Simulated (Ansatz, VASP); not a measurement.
GdN: VASP beside Ansatz

```
Gd N
1.0
     0.00000    2.46623    2.46623
     2.46623    0.00000    2.46623
     2.46623    2.46623    0.00000
Gd N
1 1
Cartesian
  0.0000 0.0000 0.0000
  0.0000 0.0000 2.0636
```

Alike in both runs: task single point; functional PBE; k mesh 3 × 3 × 3; occupations fermi-dirac, width 0.15 eV; collinear spin.

|  | VASP | Ansatz |
| --- | --- | --- |
| version | VASP 6.6.1 | Ansatz 0.2 development build |
| potentials or method | VASP PAW PBE potentials, release 64 (Gd, N), cutoff 600 eV | all-electron full-potential LAPW, scalar-relativistic |

|  | VASP | Ansatz | Ansatz less VASP |
| --- | --- | --- | --- |
| pressure (GPa) | 13.2 | 13.0 | -0.23 |
| traceless stress, the component that is largest in VASP (GPa) | 18.82 | 18.26 | -0.555 |
| rms of the force components (eV/Å) | 1.524 | 1.479 | -0.0445 |
| net moment per atom (μB) | 3.50 | 3.50 | 0.000 |
| size of the moment on the site where the two differ most (μB) | 6.79 | 6.79 | +0.008 |

Site moments also hang on the region over which each program counts them. Atom by atom the forces differ by 0.044 eV/Å (rms over components). Ansatz ran all-electron here, and VASP with PAW potentials. Ansatz's warnings: basis target unmet.

The k mesh is coarse, so the values compare programs but aren't converged. Spin-orbit coupling is off throughout.
